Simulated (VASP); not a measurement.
# Si8C7 (a cell with a defect) in VASP: a series of runs

Runs on Si8C7 (a cell with a defect). Level: PBE. Tasks: single point.

Program: VASP 6.6.1. These are calculated values, not measurements. Logs are shortened: lines on timing, memory, paths and dates and some standing lists are left out, and cuts for length are marked.

### Step 1. The cell of the first run

The cell holds a defect, 15 atoms: a = 6.193 Å, b = 6.193 Å, c = 6.193 Å, α = 60.00°, β = 60.00°, γ = 60.00°.

### Step 2. Single point, PBE (atom 9 moved 0.250 of the way to it and +0.000 Å across, host rigid)

The input, INCAR:

```
SYSTEM = Si8C7
  PREC = Accurate
  ENCUT = 520
  EDIFF = 1E-7
  ISMEAR = 0
  SIGMA = 0.05
  LREAL = Auto
  LASPH = .TRUE.
  NELM = 100
  ALGO = Normal
  ISIF = 2
  LWAVE = .FALSE.
  LCHARG = .TRUE.
  GGA = PE
  LELF = .TRUE.
  LVHAR = .TRUE.
  NELECT = 56.0
  NBANDS = 43
```

The input, KPOINTS:

```
Automatic mesh
0
G
  6 6 6
  0 0 0
```

The input, POSCAR:

```
Si8C7
1.0
   -4.3794502696     -4.3794502696      0.0000000000
    0.0000000000     -4.3794502696      4.3794502696
   -4.3794502696      0.0000000000      4.3794502696
Si C
8 7
Direct
    0.5000000000      0.5000000000      0.0000000000
    0.0000000000      0.5000000000      0.0000000000
    0.5000000000      0.0000000000      0.0000000000
    0.0000000000      0.0000000000      0.0000000000
    0.5000000000      0.5000000000      0.5000000000
    0.0000000000      0.5000000000      0.5000000000
    0.5000000000      0.0000000000      0.5000000000
    0.0000000000      0.0000000000      0.5000000000
    0.7500000000      0.3750000000      0.3750000000
    0.3750000000      0.8750000000      0.3750000000
    0.8750000000      0.8750000000      0.3750000000
    0.3750000000      0.3750000000      0.8750000000
    0.8750000000      0.3750000000      0.8750000000
    0.3750000000      0.8750000000      0.8750000000
    0.8750000000      0.8750000000      0.8750000000
```

Potentials or basis: VASP PAW PBE potentials, release 64 (Si, C).

Started as:

```bash
$ cat potpaw_PBE.64/Si/POTCAR potpaw_PBE.64/C/POTCAR > POTCAR
$ mpirun -np 1 vasp_std > vasp.out
```

OUTCAR:

```text
SYSTEM = Si8C7
   PREC = Accurate
   ENCUT = 520
   EDIFF = 1E-7
   ISMEAR = 0
   LREAL = Auto
   LASPH = .TRUE.
   NELM = 100
   ISIF = 2
   GGA = PE
   NELECT = 56.0

 ion  position               nearest neighbor table
   1  0.500  0.500  0.000-  12 1.90  13 1.90  14 1.90   2 3.10   3 3.10   5 3.10   5 3.10   6 3.10
                             7 3.10   3 3.10   4 3.10   7 3.10   2 3.10   4 3.10   6 3.10
   2  0.000  0.500  0.000-  13 1.90  12 1.90  15 1.90   9 2.05   4 3.10   6 3.10   1 3.10   5 3.10
                             6 3.10   8 3.10   3 3.10   4 3.10   8 3.10   1 3.10   3 3.10   5 3.10
   3  0.500  0.000  0.000-  14 1.90  12 1.90  10 1.90  15 1.90   4 3.10   7 3.10   1 3.10   5 3.10
                             7 3.10   8 3.10   1 3.10   2 3.10   5 3.10   2 3.10   4 3.10   8 3.10
   4  0.000  0.000  0.000-  15 1.90  13 1.90  14 1.90  11 1.90   3 3.10   8 3.10   2 3.10   6 3.10
                             7 3.10   8 3.10   1 3.10   2 3.10   6 3.10   1 3.10   3 3.10   7 3.10
   5  0.500  0.500  0.500-   9 1.34  10 1.90  12 1.90   1 3.10   6 3.10   7 3.10   1 3.10   2 3.10
                             3 3.10   3 3.10   7 3.10   8 3.10   2 3.10   6 3.10   8 3.10
   6  0.000  0.500  0.500-  11 1.90  13 1.90   9 2.57   2 3.10   5 3.10   8 3.10   1 3.10   2 3.10
                             4 3.10   4 3.10   7 3.10   8 3.10   1 3.10   5 3.10   7 3.10
   7  0.500  0.000  0.500-  10 1.90  11 1.90  14 1.90   3 3.10   5 3.10   8 3.10   1 3.10   3 3.10
                             4 3.10   1 3.10   5 3.10   6 3.10   4 3.10   6 3.10   8 3.10
   8  0.000  0.000  0.500-  11 1.90  10 1.90  15 1.90   9 2.05   6 3.10   7 3.10   4 3.10   2 3.10
                             3 3.10   4 3.10   2 3.10   5 3.10   6 3.10   3 3.10   5 3.10   7 3.10
   9  0.750  0.375  0.375-   5 1.34   2 2.05   8 2.05   6 2.57
  10  0.375  0.875  0.375-   7 1.90   5 1.90   3 1.90   8 1.90
  11  0.875  0.875  0.375-   8 1.90   6 1.90   7 1.90   4 1.90
  12  0.375  0.375  0.875-   1 1.90   2 1.90   3 1.90   5 1.90
  13  0.875  0.375  0.875-   2 1.90   1 1.90   4 1.90   6 1.90
  14  0.375  0.875  0.875-   3 1.90   1 1.90   4 1.90   7 1.90
  15  0.875  0.875  0.875-   4 1.90   3 1.90   2 1.90   8 1.90

  LATTYP: Found a face centered cubic cell.
 ALAT       =     8.7589005392

  Lattice vectors:

 A1 = (  -4.3794502696,  -4.3794502696,   0.0000000000)
 A2 = (   0.0000000000,  -4.3794502696,   4.3794502696)
 A3 = (  -4.3794502696,   0.0000000000,   4.3794502696)

Analysis of symmetry for initial positions (statically):
=====================================================================
 Subroutine PRICEL returns:
 Original cell was already a primitive cell.

 Routine SETGRP: Setting up the symmetry group for a
 face centered cubic supercell.

 Subroutine GETGRP returns: Found  2 space group operations
 (whereof  2 operations were pure point group operations)
 out of a pool of 48 trial point group operations.

The static configuration has the point symmetry C_1h.

Analysis of symmetry for dynamics (positions and initial velocities):
=====================================================================
 Subroutine PRICEL returns:
 Original cell was already a primitive cell.

 Routine SETGRP: Setting up the symmetry group for a
 face centered cubic supercell.

 Subroutine GETGRP returns: Found  2 space group operations
 (whereof  2 operations were pure point group operations)
 out of a pool of 48 trial point group operations.

The dynamic configuration has the point symmetry C_1h.

 Subroutine INISYM returns: Found  2 space group operations
 (whereof  2 operations are pure point group operations),
 and found     1 'primitive' translations

----------------------------------------------------------------------------------------

                                     Primitive cell

  volume of cell :     167.9921

  direct lattice vectors                    reciprocal lattice vectors
    -4.379450270 -4.379450270  0.000000000    -0.114169580 -0.114169580 -0.114169580
     0.000000000 -4.379450270  4.379450270     0.114169580 -0.114169580  0.114169580
    -4.379450270  0.000000000  4.379450270    -0.114169580  0.114169580  0.114169580

  length of vectors
     6.193477967  6.193477967  6.193477967     0.197747514  0.197747514  0.197747514

  position of ions in fractional coordinates (direct lattice)
     0.500000000  0.500000000  0.000000000
     0.000000000  0.500000000  0.000000000
     0.500000000  0.000000000  0.000000000
[... 52 lines left out ...]
 Subroutine IBZKPT returns following result:
 ===========================================

 Found     68 irreducible k-points:

 Following reciprocal coordinates:
            Coordinates               Weight
  0.000000  0.000000  0.000000      1.000000
  0.166667  0.000000  0.000000      2.000000
  0.000000  0.166667  0.000000      4.000000
  0.166667  0.166667  0.166667      2.000000
  0.333333  0.000000  0.000000      2.000000
  0.000000  0.333333  0.000000      4.000000
[... 16 lines left out ...]
  0.166667  0.166667 -0.333333      4.000000
  0.500000  0.333333  0.500000      4.000000
 [... further k-points ...]
   k-points           NKPTS =     68   k-points in BZ     NKDIM =     68   number of bands    NBANDS=     43
   number of dos      NEDOS =    301   number of ions     NIONS =     15
   total plane-waves  NPLWV = 110592
   dimension x,y,z NGX =    48 NGY =   48 NGZ =   48
   dimension x,y,z NGXF=    96 NGYF=   96 NGZF=   96
   ions per type =               8   7
   NGX,Y,Z   is equivalent  to a cutoff of  12.88, 12.88, 12.88 a.u.
   NGXF,Y,Z  is equivalent  to a cutoff of  25.77, 25.77, 25.77 a.u.
 SYSTEM =  Si8C7
   PREC   = accura    normal or accurate (medium, high low for compatibility)
   ISTART =      0    job   : 0-new  1-cont  2-samecut
   ICHARG =      2    charge: 1-file 2-atom 10-const
   ISPIN  =      1    spin polarized calculation?
   LNONCOLLINEAR =      F non collinear calculations
   LSORBIT =      F    spin-orbit coupling
   LASPH  =      T    aspherical Exc in radial PAW
   ENCUT  =  520.0 eV  38.22 Ry    6.18 a.u.  11.52 11.52 11.52*2*pi/ulx,y,z
   NELM   =    100;   NELMIN=  2; NELMDL= -5     # of ELM steps
   EDIFF  = 0.1E-06   stopping-criterion for ELM
   LREAL  =      T    real-space projection
   EDIFFG = 0.1E-05   stopping-criterion for IOM
   NSW    =      0    number of steps for IOM
   IBRION =     -1    ionic relax: 0-MD 1-quasi-New 2-CG
   NFREE  =      0    steps in history (QN), initial steepest desc. (CG)
   ISIF   =      2    stress and relaxation
   ISYM   =      2    0-nonsym 1-usesym 2-fastsym
   POTIM  = 0.5000    time-step for ionic-motion
   TEBEG  =    0.0;   TEEND  =   0.0 temperature during run
   PSTRESS=    0.0 pullay stress
   NELECT =      56.0000    total number of electrons
   NUPDOWN=      -1.0000    fix difference up-down
   EMIN   =  10.00;   EMAX   =-10.00  energy-range for DOS
   EFERMI =   0.00;   METHOD = LEGACY
   ISMEAR =     0;   SIGMA  =   0.05  broadening in eV -4-tet -1-fermi 0-gaus
   EFERMI_NEDOS =   21; number of points for ismear=-14 and -15
   IALGO  =     38    algorithm
   IMIX   =      4    mixing-type and parameters
     AMIX     =   0.40;   BMIX     =  1.00
     AMIX_MAG =   1.60;   BMIX_MAG =  1.00
  volume/ion in A,a.u.               =      11.20        75.58
  Fermi-wavevector in a.u.,A,eV,Ry     =   1.135119  2.145063 17.531029  1.288494
  Thomas-Fermi vector in A             =   2.271823
   LORBIT       =      0    0 simple, 1 ext, 2 COOP (PROOUT), +10 PAW based schemes
   GGA     = PE    functional components
   LHFCALC =     F    Hartree Fock is set to
   AEXX    =    0.0000 exact exchange contribution
   IVDW    =     0    specifies the selected vdW correction
   LEPSILON=     F    determine dielectric tensor
   LRPA    =     F    only Hartree local field effects (RPA)
 non-spin polarized calculation
 Gauss-broadening in eV      SIGMA  =   0.05
  energy-cutoff  :      520.00
  volume of cell :      167.99
 maximum number of plane-waves:      4573
 NGX is ok and might be reduce to    48
   NGX = 23   NGY = 23   NGZ = 23

 number of electron      56.0000009 magnetization

 Free energy of the ion-electron system (eV)
  ---------------------------------------------------
  ext. energy  EPLUGINS =         0.00000000
  ---------------------------------------------------
  free energy    TOTEN  =      -131.22853803 eV

  energy without entropy =     -131.21701168  energy(sigma->0) =     -131.22277486

 E-fermi :   6.8017     XC(G=0): -10.8093

 val. band max:        6.8005937214   @ k =   0.0000   0.3333   0.1667
 cond. band min:       6.8037469052   @ k =   0.1667   0.0000   0.3333
 fundamental gap:      0.0031531838
 Fermi energy:         6.8017202776

 k-point     1 :       0.0000    0.0000    0.0000
  band No.  band energies     occupation
      1      -7.3644      2.00000
      2      -4.5869      2.00000
      3      -4.1927      2.00000
      4      -4.0963      2.00000
      5      -3.4597      2.00000
      6      -2.9871      2.00000
[... 1021 lines left out ...]
     39      13.5563      0.00000
     40      14.0289      0.00000

 [... further k-points ...]

 [bands above 40 left out]

------------------------ aborting loop because EDIFF is reached ----------------------------------------

  FORCE on cell =-STRESS in cart. coord.  units (eV):
  Direction    XX          YY          ZZ          XY          YZ          ZX
  --------------------------------------------------------------------------------------
  -------------------------------------------------------------------------------------
  Total      -42.6091429    -42.6091429    -19.6532809      7.5527893     11.9198379     11.9198377
  in kB     -406.3727591   -406.3727591   -187.4376584     72.0326116    113.6821129    113.6821112
  external PRESSURE =    -333.3943922 kB  Pullay stress =       0.0000000 kB

 VOLUME and BASIS-vectors are now :
 -----------------------------------------------------------------------------
  energy-cutoff  :      520.00
  volume of cell :      167.99
      direct lattice vectors                 reciprocal lattice vectors
    -4.379450270 -4.379450270  0.000000000    -0.114169580 -0.114169580 -0.114169580
     0.000000000 -4.379450270  4.379450270     0.114169580 -0.114169580  0.114169580
    -4.379450270  0.000000000  4.379450270    -0.114169580  0.114169580  0.114169580

 POSITION                                       TOTAL-FORCE (eV/Angst)
 -----------------------------------------------------------------------------------
     -2.18973     -4.37945      2.18973         1.376983     -0.928666     -1.042509
      0.00000     -2.18973      2.18973         0.555654      0.857059      0.300103
     -2.18973     -2.18973      0.00000         0.025963      0.025963      0.067502
      0.00000      0.00000      0.00000        -0.067465     -0.067465      0.138231
     -4.37945     -4.37945      4.37945        11.794572     11.794572     26.617292
     -2.18973     -2.18973      4.37945         0.550891      0.550891      1.104319
     -4.37945     -2.18973      2.18973        -0.928666      1.376983     -1.042509
     -2.18973      0.00000      2.18973         0.857059      0.555654      0.300103
     -4.92688     -4.92688      3.28459       -15.208186    -15.208186    -26.950461
     -3.28459     -5.47431      5.47431         1.188632     -0.353691      0.824510
     -5.47431     -7.66404      5.47431         0.297547      0.009589     -0.801729
     -5.47431     -3.28459      5.47431        -0.353691      1.188632      0.824510
     -7.66404     -5.47431      5.47431         0.009589      0.297547     -0.801729
     -5.47431     -5.47431      7.66404        -0.072573     -0.072573      0.359224
     -7.66404     -7.66404      7.66404        -0.026311     -0.026311      0.103143
 -----------------------------------------------------------------------------------
    total drift:                               -0.000443     -0.000443     -0.000322

  FREE ENERGIE OF THE ION-ELECTRON SYSTEM (eV)
  ---------------------------------------------------
  free  energy   TOTEN  =      -131.2285380295 eV

  energy  without entropy=     -131.2170116844  energy(sigma->0) =     -131.22277486
```

Wall time 17 min (1 thread of Intel Xeon 6975P-C, shared host); peak memory 0.49 GiB.

What came out:

| Quantity | Value |
| --- | --- |
| Free energy | -131.2285 eV |
| Largest force | 34.481 eV/Å |

Forces in eV/Å, atoms in the order of the input:
```
Si    1.377  -0.929  -1.043
Si    0.556   0.857   0.300
Si    0.026   0.026   0.068
Si   -0.067  -0.067   0.138
Si   11.795  11.795  26.617
Si    0.551   0.551   1.104
Si   -0.929   1.377  -1.043
Si    0.857   0.556   0.300
C   -15.208 -15.208 -26.950
C     1.189  -0.354   0.825
C     0.298   0.010  -0.802
C    -0.354   1.189   0.825
C     0.010   0.298  -0.802
C    -0.073  -0.073   0.359
C    -0.026  -0.026   0.103
```

Caveat: the cell carries a net charge on a neutralising background, which shifts energy and pressure; the cell differs from its parent crystal (atom 9 moved 0.250 of the way to it and +0.000 Å across, host rigid); the cell is charged against a uniform background, so pressure and absolute levels hang on convention.

### Step 3. Single point, PBE (atom 9 moved 0.500 of the way to it and -0.500 Å across, host rigid)

The input, INCAR:

```
SYSTEM = Si8C7
PREC = Accurate
ENCUT = 520
EDIFF = 1E-7
ISMEAR = 0
SIGMA = 0.05
LREAL = Auto
LASPH = .True.
NELM = 100
ALGO = Normal
ISIF = 2
LWAVE = .False.
LCHARG = .True.
GGA = PE
LELF = .True.
LVHAR = .True.
NELECT = 56.0
NBANDS = 43
```

The input, KPOINTS:

```
Automatic mesh
0
Gamma
  6 6 6
  0 0 0
```

Changes to POSCAR since step 2:

```diff
@@ -16,3 +16,3 @@
     0.0000000000      0.0000000000      0.5000000000
-    0.7500000000      0.3750000000      0.3750000000
+    0.6250000000      0.2942699154      0.4557300846
     0.3750000000      0.8750000000      0.3750000000
```

Potentials or basis: VASP PAW PBE potentials, release 64 (Si, C).

Started as:

```bash
$ cat potpaw_PBE.64/Si/POTCAR potpaw_PBE.64/C/POTCAR > POTCAR
$ mpirun -np 1 vasp_std > vasp.out
```

OUTCAR:

```text
SYSTEM = Si8C7
   PREC = Accurate
   ENCUT = 520
   EDIFF = 1E-7
   ISMEAR = 0
   LREAL = Auto
   LASPH = .True.
   NELM = 100
   ISIF = 2
   GGA = PE
   NELECT = 56.0

 ion  position               nearest neighbor table
   1  0.500  0.500  0.000-  12 1.90  13 1.90  14 1.90   2 3.10   3 3.10   5 3.10   5 3.10   6 3.10
                             7 3.10   3 3.10   4 3.10   7 3.10   2 3.10   4 3.10   6 3.10
   2  0.000  0.500  0.000-  13 1.90  12 1.90  15 1.90   1 3.10   4 3.10   6 3.10   5 3.10   6 3.10
                             8 3.10   3 3.10   4 3.10   8 3.10   1 3.10   3 3.10   5 3.10
   3  0.500  0.000  0.000-  14 1.90  12 1.90  10 1.90  15 1.90   4 3.10   7 3.10   1 3.10   5 3.10
                             7 3.10   8 3.10   1 3.10   2 3.10   5 3.10   2 3.10   4 3.10   8 3.10
   4  0.000  0.000  0.000-  15 1.90  13 1.90  14 1.90  11 1.90   3 3.10   8 3.10   2 3.10   6 3.10
                             7 3.10   8 3.10   1 3.10   2 3.10   6 3.10   1 3.10   3 3.10   7 3.10
   5  0.500  0.500  0.500-   9 1.20  10 1.90  12 1.90   1 3.10   6 3.10   7 3.10   1 3.10   2 3.10
[... 1287 lines left out ...]
  --------------------------------------------------------------------------------------
  -------------------------------------------------------------------------------------
  Total      -42.2953119    -42.2953119     13.5572174     -5.7621733    -18.0821346     18.0821351
  in kB     -403.3796836   -403.3796836    129.2981616    -54.9551134   -172.4532911    172.4532964
  external PRESSURE =    -225.8204018 kB  Pullay stress =       0.0000000 kB

 VOLUME and BASIS-vectors are now :
 -----------------------------------------------------------------------------
  energy-cutoff  :      520.00
  volume of cell :      167.99
      direct lattice vectors                 reciprocal lattice vectors
    -4.379450270 -4.379450270  0.000000000    -0.114169580 -0.114169580 -0.114169580
     0.000000000 -4.379450270  4.379450270     0.114169580 -0.114169580  0.114169580
    -4.379450270  0.000000000  4.379450270    -0.114169580  0.114169580  0.114169580

 POSITION                                       TOTAL-FORCE (eV/Angst)
 -----------------------------------------------------------------------------------
     -2.18973     -4.37945      2.18973         1.399628     -1.434729     -0.857780
      0.00000     -2.18973      2.18973         1.434729     -1.399628     -0.857780
     -2.18973     -2.18973      0.00000         0.041313     -0.041313     -0.283315
      0.00000      0.00000      0.00000        -0.048098      0.048098     -0.365343
     -4.37945     -4.37945      4.37945        17.140442    -17.140442     54.963175
     -2.18973     -2.18973      4.37945        -0.075921      0.075921      1.413131
     -4.37945     -2.18973      2.18973        -1.891084      0.514496      0.050090
     -2.18973      0.00000      2.18973        -0.514496      1.891084      0.050090
     -4.73300     -4.02590      3.28459       -16.515740     16.515740    -54.816249
     -3.28459     -5.47431      5.47431         1.029200     -1.029200      0.353225
     -5.47431     -7.66404      5.47431         0.309150     -0.309150     -1.533940
     -5.47431     -3.28459      5.47431        -1.365125      1.365125      1.378458
     -7.66404     -5.47431      5.47431        -0.367280      0.367280     -0.404457
     -5.47431     -5.47431      7.66404        -0.292093      0.284625      0.455348
     -7.66404     -7.66404      7.66404        -0.284625      0.292093      0.455348
 -----------------------------------------------------------------------------------
    total drift:                                0.004385     -0.004390      0.000516

  FREE ENERGIE OF THE ION-ELECTRON SYSTEM (eV)
  ---------------------------------------------------
  free  energy   TOTEN  =      -122.9588287960 eV

  energy  without entropy=     -122.9524739451  energy(sigma->0) =     -122.95565137
```

It took 17 min on 1 thread of Intel Xeon 6975P-C, shared host; peak memory 0.49 GiB.

Results:

- Free energy: -122.9588 eV
- Largest force: 60.071 eV/Å

Forces in eV/Å, atoms in the order of the input:
```
Si    1.400  -1.435  -0.858
Si    1.435  -1.400  -0.858
Si    0.041  -0.041  -0.283
Si   -0.048   0.048  -0.365
Si   17.140 -17.140  54.963
Si   -0.076   0.076   1.413
Si   -1.891   0.514   0.050
Si   -0.514   1.891   0.050
C   -16.516  16.516 -54.816
C     1.029  -1.029   0.353
C     0.309  -0.309  -1.534
C    -1.365   1.365   1.378
C    -0.367   0.367  -0.404
C    -0.292   0.285   0.455
C    -0.285   0.292   0.455
```

Caveat: the cell carries a net charge on a neutralising background, which shifts energy and pressure; the cell differs from its parent crystal (atom 9 moved 0.500 of the way to it and -0.500 Å across, host rigid); the cell is charged against a uniform background, so pressure and absolute levels hang on convention.

[end of part 1 of 2]
